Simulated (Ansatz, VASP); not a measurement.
# Au: VASP beside Ansatz

```xyz
2
Lattice="0.0000 2.9765 2.9765 2.9765 0.0000 2.9765 2.9765 2.9765 0.0000" Properties=species:S:1:pos:R:3 pbc="T T T"
Au    0.7441    0.7441    0.7441
Au    5.2089    5.2089    5.2089
```

Alike in both runs: functional LDA; k mesh 10 × 10 × 10; occupations fermi-dirac, width 0.1 eV; no spin polarisation.

Ansatz relaxed the structure, and its values are those at the end. VASP's run is a single point on that final structure, the one shown.

|  | VASP | Ansatz |
| --- | --- | --- |
| version | VASP 6.6.1 | Ansatz 0.2.0 |
| potentials or method | VASP PAW LDA potentials, release 64 (Au), cutoff 520 eV | plane waves (420 eV) with PAW, scalar-relativistic |
| valence electrons in the cell | 22 | 38 |

|  | VASP | Ansatz | Ansatz less VASP |
| --- | --- | --- | --- |
| pressure (GPa) | 0.2 | 0.0 | -0.26 |

Ansatz warns that its potentials were made for another functional, while VASP's fit it. LDA's correlation is that of Perdew and Zunger in VASP and of Perdew and Wang (1992) in Ansatz. VASP's potentials hold 22 valence electrons a cell and Ansatz's 38, so a difference there can come from the potentials and not from the codes.

Spin-orbit coupling is off throughout.
